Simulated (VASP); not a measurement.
# Hg (Im-3m) in VASP: relaxation of cell and atoms with LDA

Aim: the relaxation of cell and atoms of Hg with LDA.

Everything below comes from runs of VASP 6.6.1. Logs are shortened: lines on timing, memory, paths and dates and some standing lists are left out, and cuts for length are marked.

### Step 1. The cell of the first run

Symmetry: Im-3m, No. 229, cubic system. Conventional cell: a = 3.567 Å, b = 3.567 Å, c = 3.567 Å, α = 90.00°, β = 90.00°, γ = 90.00°. Within 4.1 Å of Hg (site symmetry m-3m) lie 14 Hg at 3.09 to 3.57 Å.

### Step 2. Relaxation of cell and atoms, LDA

INCAR reads:

```
SYSTEM = Hg
ALGO = Normal
EDIFF = 1E-6
EDIFFG = -0.005
ENCUT = 600
GGA = CA
IBRION = 2
ISIF = 3
ISMEAR = -1
LASPH = .True.
LCHARG = .False.
LREAL = .False.
LWAVE = .False.
NELM = 100
NSW = 60
PREC = Accurate
SIGMA = 0.1
```

KPOINTS reads:

```
k-points
0
Gamma
  15 15 15
  0 0 0
```

POSCAR reads:

```
Hg
1.0
   -1.7834648247      1.7834648247      1.7834648247
    1.7834648247     -1.7834648247      1.7834648247
    1.7834648247      1.7834648247     -1.7834648247
Hg
1
Direct
    0.0000000000      0.0000000000      0.0000000000
```

Potentials or basis: VASP PAW LDA potentials, release 64 (Hg).

The run is started by

```sh
$ cat potpaw_LDA.64/Hg/POTCAR > POTCAR
$ mpirun -np 1 vasp_std > vasp.out
```

OUTCAR:

```text
SYSTEM = Hg
   EDIFF = 1E-6
   EDIFFG = -0.005
   ENCUT = 600
   GGA = CA
   IBRION = 2
   ISIF = 3
   ISMEAR = -1
   LASPH = .True.
   LREAL = .False.
   NELM = 100
   NSW = 60
   PREC = Accurate

 ion  position               nearest neighbor table
   1  0.000  0.000  0.000-

  LATTYP: Found a body centered cubic cell.
 ALAT       =     3.5669296494

  Lattice vectors:

 A1 = (  -1.7834648247,   1.7834648247,   1.7834648247)
 A2 = (   1.7834648247,  -1.7834648247,   1.7834648247)
 A3 = (   1.7834648247,   1.7834648247,  -1.7834648247)

Analysis of symmetry for initial positions (statically):
=====================================================================
 Subroutine PRICEL returns:
 Original cell was already a primitive cell.

 Routine SETGRP: Setting up the symmetry group for a
 body centered cubic supercell.

 Subroutine GETGRP returns: Found 48 space group operations
 (whereof 48 operations were pure point group operations)
 out of a pool of 48 trial point group operations.

The static configuration has the point symmetry O_h .

Analysis of symmetry for dynamics (positions and initial velocities):
=====================================================================
 Subroutine PRICEL returns:
 Original cell was already a primitive cell.

 Routine SETGRP: Setting up the symmetry group for a
 body centered cubic supercell.

 Subroutine GETGRP returns: Found 48 space group operations
 (whereof 48 operations were pure point group operations)
 out of a pool of 48 trial point group operations.

The dynamic configuration has the point symmetry O_h .

 Subroutine INISYM returns: Found 48 space group operations
 (whereof 48 operations are pure point group operations),
 and found     1 'primitive' translations

----------------------------------------------------------------------------------------

                                     Primitive cell

  volume of cell :      22.6910

  direct lattice vectors                    reciprocal lattice vectors
    -1.783464825  1.783464825  1.783464825     0.000000000  0.280353160  0.280353160
[... 142 lines left out ...]
  in kB        1.8005072      1.8005072      1.8005072      0.0000000      0.0000000     -0.0000000
  external PRESSURE =       1.8005072 kB  Pullay stress =       0.0000000 kB

 VOLUME and BASIS-vectors are now :
 -----------------------------------------------------------------------------
  energy-cutoff  :      600.00
  volume of cell :       22.69
      direct lattice vectors                 reciprocal lattice vectors
    -1.783464825  1.783464825  1.783464825     0.000000000  0.280353160  0.280353160
     1.783464825 -1.783464825  1.783464825     0.280353160  0.000000000  0.280353160
     1.783464825  1.783464825 -1.783464825     0.280353160  0.280353160  0.000000000

 POSITION                                       TOTAL-FORCE (eV/Angst)
 -----------------------------------------------------------------------------------
      0.00000      0.00000      0.00000        -0.000000      0.000000      0.000000
 -----------------------------------------------------------------------------------
    total drift:                               -0.000000     -0.000000     -0.000000

  FREE ENERGIE OF THE ION-ELECTRON SYSTEM (eV)
  ---------------------------------------------------
  free  energy   TOTEN  =        -0.9452330008 eV

  energy  without entropy=       -0.9357473453  energy(sigma->0) =       -0.94049017

--------------------------------------- Ionic step        2  -------------------------------------------

 number of electron      12.0000000 magnetization

 Free energy of the ion-electron system (eV)
  ---------------------------------------------------
  ext. energy  EPLUGINS =         0.00000000
  ---------------------------------------------------
  free energy    TOTEN  =        -0.94528076 eV

  energy without entropy =       -0.93575171  energy(sigma->0) =       -0.94051623

 E-fermi :   2.7321     XC(G=0): -11.3836

 val. band max:        2.7015902150   @ k =   0.4000   0.0667   0.0667
 cond. band min:       2.7928204026   @ k =   0.4000   0.2000   0.0000
 fundamental gap:      0.0912301875
 Fermi energy:         2.7320881515

 k-point     1 :       0.0000    0.0000    0.0000
  band No.  band energies     occupation
      1      -6.5789      2.00000
      2      -4.4129      2.00000
      3      -4.4129      2.00000
      4      -4.4129      2.00000
      5      -3.4343      2.00000
      6      -3.4343      2.00000
      7      18.0730      0.00000
      8      18.0730      0.00000
      9      18.0730      0.00000
     10      19.5359      0.00000
[... 287 lines left out ...]
 k-point    24 :       0.4000    0.2000    0.0000
  band No.  band energies     occupation
      1      -5.0521      2.00000
      2      -4.6641      2.00000
      3      -3.7422      2.00000
      4      -3.4998      2.00000
      5      -3.1310      2.00000
      6       1.8563      1.99969
      7       2.7928      0.70534
      8       8.2026      0.00000
      9      12.9152      0.00000
     10      19.2326      0.00000

 [... further k-points ...]

------------------------ aborting loop because EDIFF is reached ----------------------------------------

  FORCE on cell =-STRESS in cart. coord.  units (eV):
  Direction    XX          YY          ZZ          XY          YZ          ZX
  --------------------------------------------------------------------------------------
  -------------------------------------------------------------------------------------
  Total       -0.0002946     -0.0002946     -0.0002946      0.0000000      0.0000000     -0.0000000
  in kB       -0.0207220     -0.0207220     -0.0207220      0.0000000      0.0000000     -0.0000000
  external PRESSURE =      -0.0207220 kB  Pullay stress =       0.0000000 kB

 VOLUME and BASIS-vectors are now :
 -----------------------------------------------------------------------------
  energy-cutoff  :      600.00
  volume of cell :       22.77
      direct lattice vectors                 reciprocal lattice vectors
    -1.785658810  1.785658810  1.785658810     0.000000000  0.280008699  0.280008699
     1.785658810 -1.785658810  1.785658810     0.280008699  0.000000000  0.280008699
     1.785658810  1.785658810 -1.785658810     0.280008699  0.280008699  0.000000000

 POSITION                                       TOTAL-FORCE (eV/Angst)
 -----------------------------------------------------------------------------------
     -0.00000      0.00000      0.00000        -0.000000      0.000000     -0.000000
 -----------------------------------------------------------------------------------
    total drift:                               -0.000000     -0.000000     -0.000000

  FREE ENERGIE OF THE ION-ELECTRON SYSTEM (eV)
  ---------------------------------------------------
  free  energy   TOTEN  =        -0.9452807571 eV

  energy  without entropy=       -0.9357517059  energy(sigma->0) =       -0.94051623

 reached required accuracy - stopping structural energy minimisation
```

Wall time 25 s (1 thread of Intel Xeon 6975P-C (Granite Rapids), shared host); peak memory 0.17 GiB.

What came out:

| Property | Result |
| --- | --- |
| Free energy | -0.9453 eV |
| Relaxed volume | 22.77 Å³/atom |
| Relaxed cell | a = 3.093 Å, b = 3.093 Å, c = 3.093 Å, α = 109.47°, β = 109.47°, γ = 109.47° |
| Space group after relaxing (to 0.05 Å) | Im-3m (No. 229) |
| Energy gained by relaxing | 0.0 meV/atom |
| Ionic steps | 2 |
| Pressure after relaxing | 0.0 GPa |
| Band gap on the k mesh | zero (band 6 reaches 5.27 eV, above the bottom of band 7 at 1.68 eV) |

Final structure:
```xyz
1
Lattice="-1.7857 1.7857 1.7857 1.7857 -1.7857 1.7857 1.7857 1.7857 -1.7857" Properties=species:S:1:pos:R:3 pbc="T T T"
Hg    0.0000    0.0000    0.0000
```

Levels at points of the mesh, in eV from the Fermi level:
| k point | band 4 | band 5 | band 6 | band 7 | band 8 | band 9 |
| --- | --- | --- | --- | --- | --- | --- |
| (0.00, 0.00, 0.00) | -7.14 | -6.17 | -6.17 | 15.34 | 15.34 | 15.34 |

Caveat: spin-orbit coupling is left out, which moves the levels of the heavy elements.
